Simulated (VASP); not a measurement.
# Mg8HO8 in VASP: further runs, part 2 of 2

VASP 6.6.1.

## Step 3: Single point, PBE+D3(BJ)

This run uses another cell than the first one.

The input, INCAR:

```
PREC = Accurate ; ENCUT = 520
EDIFF = 1E-7 ; ISMEAR = 0
SIGMA = 0.05 ; LREAL = Auto
LASPH = True ; NELM = 100
ALGO = Normal ; ISIF = 2
LWAVE = False ; LCHARG = False
LDIPOL = True ; IDIPOL = 3
DIPOL = 0.5 0.5 0.462 ; GGA = PE
IVDW = 12 ; NBANDS = 88
```

The input, KPOINTS:

```
regular mesh
0
Gamma
  3 3 1
```

The input, POSCAR:

```
Mg8HO8
1.0
    5.9506164682      0.0000000000      0.0000000000
    0.0000000000      5.9506164682      0.0000000000
    0.0000000000      0.0000000000     24.9092818854
Mg O H
16 16 2
Direct
    0.2500000000      0.2500000000      0.3211654208
    0.2500000000      0.7500000000      0.3211654208
    0.7500000000      0.2500000000      0.3211654208
    0.7500000000      0.7500000000      0.3211654208
    0.5000000000      0.5000000000      0.4056263314
    0.5000000000      0.0000000000      0.4056263314
    0.0000000000      0.5000000000      0.4056263314
    0.0000000000      0.0000000000      0.4056263314
    0.7499680074      0.7499598229      0.4904959859
    0.7499834582      0.2499321028      0.4905045844
    0.2499457649      0.7499847333      0.4905055929
    0.2499519710      0.2499398017      0.4904621394
    0.0002287661      0.0002360212      0.5745358293
    0.0001962263      0.4996688707      0.5744493299
    0.4996739358      0.0002137329      0.5744657690
    0.4997262603      0.4997069782      0.5744415471
    0.5000000000      0.5000000000      0.3211654208
    0.5000000000      0.0000000000      0.3211654208
    0.0000000000      0.5000000000      0.3211654208
    0.0000000000      0.0000000000      0.3211654208
    0.7500000000      0.7500000000      0.4056263314
    0.7500000000      0.2500000000      0.4056263314
    0.2500000000      0.7500000000      0.4056263314
    0.2500000000      0.2500000000      0.4056263314
   -0.0000795926     -0.0000891648      0.4902632556
   -0.0000589271      0.5000087311      0.4902467177
    0.5000116067     -0.0000766200      0.4902511052
    0.4999903892      0.4999954122      0.4902413081
    0.2499724174      0.2499775201      0.5764259888
    0.2499322670      0.7499578091      0.5764517530
    0.7499566493      0.2499226315      0.5764356069
    0.7498426552      0.7497793453      0.5765705324
    0.8026949773      0.8309391820      0.7043325610
    0.7835224886      0.8009939716      0.6751571249
```

Potentials or basis: VASP PAW PBE potentials, release 64 (Mg, O, H).

Command:

```bash
$ cat potpaw_PBE.64/Mg/POTCAR potpaw_PBE.64/O/POTCAR potpaw_PBE.64/H/POTCAR > POTCAR
$ mpirun -np 1 vasp_std > vasp.out
```

OUTCAR:

```text
PREC = Accurate
   ENCUT = 520
   EDIFF = 1E-7
   ISMEAR = 0
   LREAL = Auto
   LASPH = True
   NELM = 100
   ISIF = 2
   GGA = PE
   IVDW = 12
 IVDW          = 12

 ion  position               nearest neighbor table
   1  0.250  0.250  0.321-  17 2.10  18 2.10  19 2.10  20 2.10  24 2.10   3 2.98   2 2.98   2 2.98
                             3 2.98   8 2.98   5 2.98   6 2.98   7 2.98
   2  0.250  0.750  0.321-  17 2.10  18 2.10  19 2.10  20 2.10  23 2.10   4 2.98   1 2.98   1 2.98
                             4 2.98   8 2.98   5 2.98   6 2.98   7 2.98
   3  0.750  0.250  0.321-  17 2.10  18 2.10  19 2.10  20 2.10  22 2.10   4 2.98   1 2.98   4 2.98
                             1 2.98   8 2.98   5 2.98   6 2.98   7 2.98
   4  0.750  0.750  0.321-  17 2.10  18 2.10  19 2.10  20 2.10  21 2.10   3 2.98   2 2.98   3 2.98
                             2 2.98   8 2.98   5 2.98   6 2.98   7 2.98
   5  0.500  0.500  0.406-  21 2.10  22 2.10  23 2.10  24 2.10  17 2.10  28 2.11   6 2.98   7 2.98
                             6 2.98   7 2.98   3 2.98   4 2.98   1 2.98   2 2.98  12 2.98   9 2.98
   6  0.500  0.000  0.406-  21 2.10  22 2.10  23 2.10  24 2.10  18 2.10  27 2.11   5 2.98   8 2.98
                             5 2.98   8 2.98   3 2.98   4 2.98   1 2.98   2 2.98  12 2.98  10 2.98
   7  0.000  0.500  0.406-  21 2.10  22 2.10  23 2.10  24 2.10  19 2.10  26 2.11   5 2.98   8 2.98
                             8 2.98   5 2.98   3 2.98   4 2.98   1 2.98   2 2.98  12 2.98  11 2.98
   8  0.000  0.000  0.406-  21 2.10  22 2.10  23 2.10  24 2.10  20 2.10  25 2.11   6 2.98   7 2.98
                             7 2.98   6 2.98   3 2.98   4 2.98   1 2.98   2 2.98  12 2.98  10 2.98
   9  0.750  0.750  0.490-  25 2.10  27 2.10  26 2.10  28 2.10  21 2.11  32 2.14  16 2.97  14 2.97
[... 16 lines left out ...]
  18  0.500  0.000  0.321-   1 2.10   2 2.10   3 2.10   4 2.10   6 2.10
  19  0.000  0.500  0.321-   1 2.10   2 2.10   3 2.10   4 2.10   7 2.10
  20  0.000  0.000  0.321-   1 2.10   2 2.10   3 2.10   4 2.10   8 2.10
  21  0.750  0.750  0.406-   5 2.10   6 2.10   7 2.10   8 2.10   4 2.10   9 2.11
  22  0.750  0.250  0.406-   5 2.10   6 2.10   7 2.10   8 2.10   3 2.10  10 2.11
  23  0.250  0.750  0.406-   5 2.10   6 2.10   7 2.10   8 2.10   2 2.10  11 2.11
  24  0.250  0.250  0.406-   5 2.10   6 2.10   7 2.10   8 2.10   1 2.10  12 2.11
  25  1.000  1.000  0.490-  13 2.10   9 2.10  11 2.10  10 2.10  12 2.10   8 2.11
  26  1.000  0.500  0.490-  14 2.10   9 2.10  11 2.10  10 2.10  12 2.10   7 2.11
  27  0.500  1.000  0.490-  15 2.10   9 2.10  10 2.10  11 2.10  12 2.10   6 2.11
  28  0.500  0.500  0.490-  16 2.10   9 2.10  11 2.10  10 2.10  12 2.10   5 2.11
[... 234 lines left out ...]
  ext. energy  EPLUGINS =         0.00000000
  ---------------------------------------------------
  free energy    TOTEN  =      -193.48319265 eV

  energy without entropy =     -193.48319265  energy(sigma->0) =     -193.48319265

 E-fermi :  -1.9656     XC(G=0):  -4.5388

 val. band max:       -2.2443986692   @ k =   0.0000   0.0000   0.0000
 cond. band min:       1.1209491034   @ k =   0.0000   0.0000   0.0000
 fundamental gap:      3.3653477727
 Fermi energy:        -1.9655721306

 k-point     1 :       0.0000    0.0000    0.0000
  band No.  band energies     occupation
      1     -19.2732      2.00000
      2     -18.7430      2.00000
      3     -18.2618      2.00000
      4     -18.2604      2.00000
      5     -18.2191      2.00000
      6     -18.2177      2.00000
[... 389 lines left out ...]
     76       4.9635      0.00000
     77       5.0202      0.00000
 [bands above 77 left out]

------------------------ aborting loop because EDIFF is reached ----------------------------------------

 vacuum level on the upper side and lower side of the slab       (xc-potential included)         0.259        -0.296

 Edisp (eV)   -7.11041

 E8    (eV) :    -2.8712

  FORCE on cell =-STRESS in cart. coord.  units (eV):
  Direction    XX          YY          ZZ          XY          YZ          ZX
  --------------------------------------------------------------------------------------
  -------------------------------------------------------------------------------------
  Total     -14.56184   -14.55813    -0.02805    -0.00162     0.00940     0.01138
  in kB     -26.45097   -26.44423    -0.05096    -0.00294     0.01708     0.02067
  external pressure =      -17.65 kB  Pullay stress =        0.00 kB

 VOLUME and BASIS-vectors are now :
 -----------------------------------------------------------------------------
  energy-cutoff  :      520.00
  volume of cell :      882.03
      direct lattice vectors                 reciprocal lattice vectors
     5.950616468  0.000000000  0.000000000     0.168049816  0.000000000  0.000000000
     0.000000000  5.950616468  0.000000000     0.000000000  0.168049816  0.000000000
     0.000000000  0.000000000 24.909281885     0.000000000  0.000000000  0.040145678

 POSITION                                       TOTAL-FORCE (eV/Angst)
 -----------------------------------------------------------------------------------
      1.48765      1.48765      8.00000         0.000045      0.000042      0.440743
      1.48765      4.46296      8.00000         0.000107      0.000116      0.441717
      4.46296      1.48765      8.00000         0.000095      0.000128      0.441624
      4.46296      4.46296      8.00000         0.000132      0.000168      0.441977
      2.97531      2.97531     10.10386         0.001211      0.001411      0.077504
      2.97531      0.00000     10.10386         0.001400     -0.001921      0.076978
[... 26 lines left out ...]
      4.77653      4.94460     17.54442        -0.006444     -0.011951     -0.050710
      4.66244      4.76641     16.81768         0.008864      0.014523      0.053482
 -----------------------------------------------------------------------------------
    total drift:                               -0.003642     -0.004369     -0.034147

  FREE ENERGIE OF THE ION-ELECTRON SYSTEM (eV)
  ---------------------------------------------------
  free  energy   TOTEN  =      -200.5936013711 eV

  energy  without entropy=     -200.5936013711  energy(sigma->0) =     -200.59360137

 vacuum level on the upper side and lower side of the slab         3.104         2.536
```

It took 14 min on 1 thread of Intel Xeon 6975P-C (Granite Rapids), shared host; peak memory 0.97 GiB.

Results:

| Property | Result |
| --- | --- |
| Free energy | -200.5936 eV |
| Largest force | 0.548 eV/Å |
| Band gap on the k mesh | 3.37 eV |
| Dispersion energy per atom | -0.209 eV |

Forces on the atoms (eV/Å):
```
Mg   0.000  0.000  0.441
Mg   0.000  0.000  0.442
Mg   0.000  0.000  0.442
Mg   0.000  0.000  0.442
Mg   0.001  0.001  0.078
Mg   0.001 -0.002  0.077
Mg  -0.002  0.002  0.077
Mg  -0.002 -0.002  0.077
Mg   0.000  0.000 -0.009
Mg   0.000  0.000 -0.004
Mg   0.000  0.000 -0.005
Mg   0.000  0.001 -0.004
Mg   0.002  0.002 -0.030
Mg   0.002 -0.001 -0.027
Mg  -0.001  0.002 -0.028
Mg  -0.001 -0.001 -0.028
O    0.000  0.000 -0.548
O    0.000  0.000 -0.548
O    0.000  0.000 -0.548
O    0.000  0.000 -0.548
O    0.000  0.000  0.066
O    0.000 -0.001  0.067
O   -0.001  0.000  0.067
O   -0.001 -0.001  0.067
O    0.001  0.001 -0.006
O    0.000 -0.001 -0.007
O   -0.001  0.000 -0.007
O    0.000  0.000 -0.006
O   -0.001 -0.001  0.002
O   -0.001  0.000  0.003
O    0.000 -0.001  0.003
O    0.000  0.000 -0.002
H   -0.006 -0.012 -0.051
H    0.009  0.015  0.053
```
